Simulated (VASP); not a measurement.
# MnO2 (P4_2/mnm) in VASP: further runs, part 2 of 2

VASP 6.6.1. Earlier steps stand in the parts before.

### 4 Single point, PBE+U, collinear spin, ferromagnetic start (biaxial strain in the a-b plane: -2.0 %, then relaxed in part)

File INCAR:

```
SYSTEM = MnO2
ALGO = Normal
EDIFF = 1E-6
ENCUT = 520
GGA = PE
ISIF = 2
ISMEAR = 0
ISPIN = 2
LASPH = .TRUE.
LCHARG = .TRUE.
LDAU = .TRUE.
LDAUJ = 0 0
LDAUL = 2 -1
LDAUPRINT = 1
LDAUTYPE = 2
LDAUU = 3.9 0
LELF = .TRUE.
LMAXMIX = 4
LORBIT = 11
LREAL = .FALSE.
LVHAR = .TRUE.
LWAVE = .FALSE.
MAGMOM = 3.05 3.05 0 0 0 0
NBANDS = 38
NELM = 150
PREC = Accurate
SIGMA = 0.1
```

File KPOINTS:

```
k-points
0
G
  8 8 12
  0 0 0
```

File POSCAR:

```
MnO2
1.0
    4.3666125260      0.0000000000      0.0000000000
    0.0000000000      4.3666125260      0.0000000000
    0.0000000000      0.0000000000      2.9775452436
Mn O
2 4
Direct
    0.0000000000      0.0000000000      0.0000000000
    0.5000000000      0.5000000000      0.5000000000
    0.3067212380      0.3067212380      0.0000000000
    0.1932787620      0.8067212380      0.5000000000
    0.6932787620      0.6932787620      0.0000000000
    0.8067212380      0.1932787620      0.5000000000
```

Potentials or basis: VASP PAW PBE potentials, release 64 (Mn_pv, O).

Command:

```sh
$ cat potpaw_PBE.64/Mn_pv/POTCAR potpaw_PBE.64/O/POTCAR > POTCAR
$ mpirun -np 1 vasp_std > vasp.out
```

Wall time 4.3 min (1 thread of Intel Xeon Platinum 8124M at 3.00GHz (Skylake/Cascade Lake), shared host); peak memory 0.41 GiB.

It converged, with:

```
Free energy                                           : -42.3091 eV
Pressure                                              : 6.0 GPa
Largest force                                         : 0.021 eV/Å
Net moment                                            : 6.04 μB per cell
Site moments                                          : Mn +3.08; O -0.06 μB
Valence electrons inside the program's atomic spheres : Mn 11.60; O 5.04
```

Forces in eV/Å, atoms in the order of the input:
```
Mn   0.000  0.000  0.000
Mn   0.000  0.000  0.000
O   -0.015 -0.015  0.000
O    0.015 -0.015  0.000
O    0.015  0.015  0.000
O   -0.015  0.015  0.000
```

Stress tensor (GPa, compression positive):
```
8.60 0.00 0.00
0.00 8.60 0.00
0.00 0.00 0.66
```

Levels at points of the mesh, in eV from the Fermi level:
Spin up:
```csv
k point,band 26,band 27,band 28,band 29,band 30,band 31
"(0.00, 0.00, 0.00)",-0.46,-0.46,-0.31,-0.03,2.76,2.76
"(0.50, 0.00, 0.00)",-1.52,-0.80,-0.80,2.38,2.38,2.57
"(0.50, 0.50, 0.00)",-1.35,-0.16,-0.16,1.36,1.36,2.71
"(0.00, 0.00, 0.50)",-1.26,-0.43,-0.43,1.39,1.39,1.52
"(0.50, 0.00, 0.50)",-1.19,-0.42,-0.42,0.02,0.02,3.33
"(0.50, 0.50, 0.50)",-0.67,-0.57,-0.57,1.55,1.55,2.09
```
Spin down:
| k point | band 18 | band 19 | band 20 | band 21 | band 22 | band 23 | band 24 | band 25 | band 26 | band 27 |
| --- | --- | --- | --- | --- | --- | --- | --- | --- | --- | --- |
| (0.00, 0.00, 0.00) | -3.18 | -1.37 | -0.47 | -0.47 | 0.18 | 1.94 | 2.09 | 2.20 | 2.20 | 2.41 |
| (0.50, 0.00, 0.00) | -3.17 | -2.52 | -2.52 | -0.70 | -0.70 | 2.56 | 2.56 | 2.83 | 2.83 | 3.34 |
| (0.50, 0.50, 0.00) | -2.31 | -1.87 | -1.87 | -1.43 | -1.43 | 1.89 | 1.89 | 2.21 | 2.21 | 3.60 |
| (0.00, 0.00, 0.50) | -3.25 | -2.46 | -2.46 | -1.71 | -1.71 | 2.68 | 2.68 | 3.03 | 3.03 | 3.56 |
| (0.50, 0.00, 0.50) | -3.36 | -2.17 | -2.17 | -1.06 | -1.06 | 2.01 | 2.01 | 2.66 | 2.66 | 3.02 |
| (0.50, 0.50, 0.50) | -3.20 | -1.16 | -1.16 | -0.87 | -0.87 | 2.68 | 2.68 | 2.85 | 2.85 | 3.16 |

Eigenvalues of the final occupation matrices:
```tsv
site	spin	trace	eigenvalues
site 1 d	1	3.93	0.52 0.53 0.95 0.96 0.97
site 1 d	2	0.90	0.06 0.10 0.11 0.31 0.32
site 2 d	1	3.93	0.52 0.53 0.95 0.96 0.97
site 2 d	2	0.90	0.06 0.10 0.11 0.31 0.32
```

Caveat: the cell differs from its parent crystal (biaxial strain in the a-b plane: -2.0 %, then relaxed in part); the stress differs along the axes, from 1 to 9 GPa; the run started ferromagnetic, and an antiferromagnetic order may lie lower in energy.

### 5 Single point, PBE+U, collinear spin, ferromagnetic start (biaxial strain in the a-b plane: -4.0 %, then relaxed in part)

File INCAR:

```
SYSTEM = MnO2
PREC = Accurate ; ENCUT = 520
EDIFF = 1E-6 ; ISMEAR = 0
SIGMA = 0.1 ; LREAL = .FALSE.
LASPH = .TRUE. ; NELM = 150
ALGO = Normal ; ISIF = 2
LWAVE = .FALSE. ; LCHARG = .FALSE.
ISPIN = 2 ; MAGMOM = 3.05 3.05 0 0 0 0
LORBIT = 11 ; LMAXMIX = 4
LDAU = .TRUE. ; LDAUTYPE = 2
LDAUL = 2 -1 ; LDAUU = 3.9 0
LDAUJ = 0 0 ; LDAUPRINT = 1
GGA = PE ; NBANDS = 38
```

File KPOINTS:

```
Automatic mesh
0
G
  8 8 12
  0 0 0
```

File POSCAR:

```
MnO2
1.0
    4.2774979847      0.0000000000      0.0000000000
    0.0000000000      4.2774979847      0.0000000000
    0.0000000000      0.0000000000      3.0188670590
Mn O
2 4
Direct
    0.0000000000      0.0000000000      0.0000000000
    0.5000000000      0.5000000000      0.5000000000
    0.3078037075      0.3078037075      0.0000000000
    0.1921962925      0.8078037075      0.5000000000
    0.6921962925      0.6921962925      0.0000000000
    0.8078037075      0.1921962925      0.5000000000
```

Potentials or basis: VASP PAW PBE potentials, release 64 (Mn_pv, O).

Command:

```sh
$ cat potpaw_PBE.64/Mn_pv/POTCAR potpaw_PBE.64/O/POTCAR > POTCAR
$ mpirun -np 1 vasp_std > vasp.out
```

OUTCAR:

```text
SYSTEM = MnO2
   PREC = Accurate
   ENCUT = 520
   EDIFF = 1E-6
   ISMEAR = 0
   LREAL = .FALSE.
   LASPH = .TRUE.
   NELM = 150
   ISIF = 2
   ISPIN = 2
   LORBIT = 11
   GGA = PE

 ion  position               nearest neighbor table
   1  0.000  0.000  0.000-   3 1.86   5 1.86   4 1.91   6 1.91   4 1.91   6 1.91
   2  0.500  0.500  0.500-   4 1.86   6 1.86   5 1.91   3 1.91   3 1.91   5 1.91
   3  0.308  0.308  0.000-   1 1.86   2 1.91   2 1.91
   4  0.192  0.808  0.500-   2 1.86   1 1.91   1 1.91
   5  0.692  0.692  0.000-   1 1.86   2 1.91   2 1.91
   6  0.808  0.192  0.500-   2 1.86   1 1.91   1 1.91

  LATTYP: Found a simple tetragonal cell.
 ALAT       =     4.2774979847
 C/A-ratio  =     0.7057553434

  Lattice vectors:

 A1 = (   4.2774979847,   0.0000000000,   0.0000000000)
[... 2231 lines left out ...]
      0.00000      0.00000      0.00000         0.000000      0.000000      0.000000
      2.13875      2.13875      1.50943         0.000000      0.000000      0.000000
      1.31663      1.31663      0.00000        -0.010235     -0.010235      0.000000
      0.82212      3.45538      1.50943         0.010235     -0.010235      0.000000
      2.96087      2.96087      0.00000         0.010235      0.010235     -0.000000
      3.45538      0.82212      1.50943        -0.010235      0.010235     -0.000000
 -----------------------------------------------------------------------------------
    total drift:                               -0.000000     -0.000000     -0.000000

  FREE ENERGIE OF THE ION-ELECTRON SYSTEM (eV)
  ---------------------------------------------------
  free  energy   TOTEN  =       -42.1210269693 eV

  energy  without entropy=      -42.1191484809  energy(sigma->0) =      -42.12008773

 total charge

# of ion       s       p       d       tot
------------------------------------------
    1        0.357   6.470   4.822  11.650
    2        0.357   6.470   4.822  11.650
    3        1.570   3.483   0.000   5.053
    4        1.570   3.483   0.000   5.053
    5        1.570   3.483   0.000   5.053
    6        1.570   3.483   0.000   5.053
--------------------------------------------------
tot          6.994  26.874   9.643  43.511

 magnetization (x)

# of ion       s       p       d       tot
------------------------------------------
    1        0.021   0.032   3.008   3.060
    2        0.021   0.032   3.008   3.060
    3       -0.002  -0.051   0.000  -0.054
    4       -0.002  -0.051   0.000  -0.054
    5       -0.002  -0.051   0.000  -0.054
    6       -0.002  -0.051   0.000  -0.054
--------------------------------------------------
tot          0.033  -0.142   6.015   5.906
```

stdout:

```text
POSCAR found type information on POSCAR MnO
 POSCAR found :  2 types and       6 ions
 scaLAPACK will be used
 LDA part: xc-table for (Slater+PW92), standard interpolation
 POSCAR, INCAR and KPOINTS ok, starting setup
 FFT: planning ... GRIDC
 FFT: planning ... GRID_SOFT
 FFT: planning ... GRID
 WAVECAR not read
 entering main loop
```

It took 2.1 min on 1 thread of Intel Xeon 6975P-C (Granite Rapids), shared host; peak memory 0.4 GiB.

Results:

| Item | Value |
| --- | --- |
| Free energy | -42.1210 eV |
| Pressure | 12.2 GPa |
| Largest force | 0.014 eV/Å |
| Band gap on the k mesh | zero (filled and empty bands overlap) |
| Net moment | 6.03 μB per cell |
| Site moments | Mn +3.06; O -0.05 μB |
| Valence electrons inside the program's atomic spheres | Mn 11.65; O 5.05 |

Forces in eV/Å, atoms in the order of the input:
```
Mn   0.000  0.000  0.000
Mn   0.000  0.000  0.000
O   -0.010 -0.010  0.000
O    0.010 -0.010  0.000
O    0.010  0.010  0.000
O   -0.010  0.010  0.000
```

Eigenvalues of the final occupation matrices:
```tsv
site	spin	trace	eigenvalues
site 1 d	1	3.93	0.51 0.53 0.95 0.96 0.97
site 1 d	2	0.92	0.06 0.10 0.12 0.32 0.33
site 2 d	1	3.93	0.51 0.53 0.95 0.96 0.97
site 2 d	2	0.92	0.06 0.10 0.12 0.32 0.33
```

Caveat: the cell differs from its parent crystal (biaxial strain in the a-b plane: -4.0 %, then relaxed in part); the stress differs along the axes, from 1 to 18 GPa; the run started ferromagnetic, and an antiferromagnetic order may lie lower in energy.

### 6 Overview

```csv
potentials or basis,cell,cutoff (eV),gap on the mesh (eV),pressure (GPa),moment (μB),largest force (eV/Å)
"VASP PAW PBE potentials, release 64 (Mn_pv, O)","a = 4.277, b = 4.277, c = 3.014 Å, 6 atoms, atomic positions A",520,none,12.5,6.03,0.17
"VASP PAW PBE potentials, release 64 (Mn_sv, O)","a = 4.456, b = 4.456, c = 2.943 Å, 6 atoms, atomic positions B",600,none,-3.7,6.03,0.02
"VASP PAW PBE potentials, release 64 (Mn_pv, O)","a = 4.367, b = 4.367, c = 2.978 Å, 6 atoms, atomic positions A",520,none,6.0,6.04,0.02
"VASP PAW PBE potentials, release 64 (Mn_pv, O)","a = 4.277, b = 4.277, c = 3.019 Å, 6 atoms, atomic positions C",520,none,12.2,6.03,0.01
```

Alike in all rows: task single point; level PBE+U; spin collinear, ferromagnetic start; Mn d U = 3.9 eV; k mesh 8 × 8 × 12; smearing gaussian 0.1 eV.

Caveats: the run started ferromagnetic, and an antiferromagnetic order may lie lower in energy; the stress differs along the axes, from 1 to 18 GPa (at least some runs); the cell stands under tension (at least some runs); the stress differs along the axes, from 1 to 9 GPa (at least some runs).

Absolute energies hang on the potentials; compare differences alone.
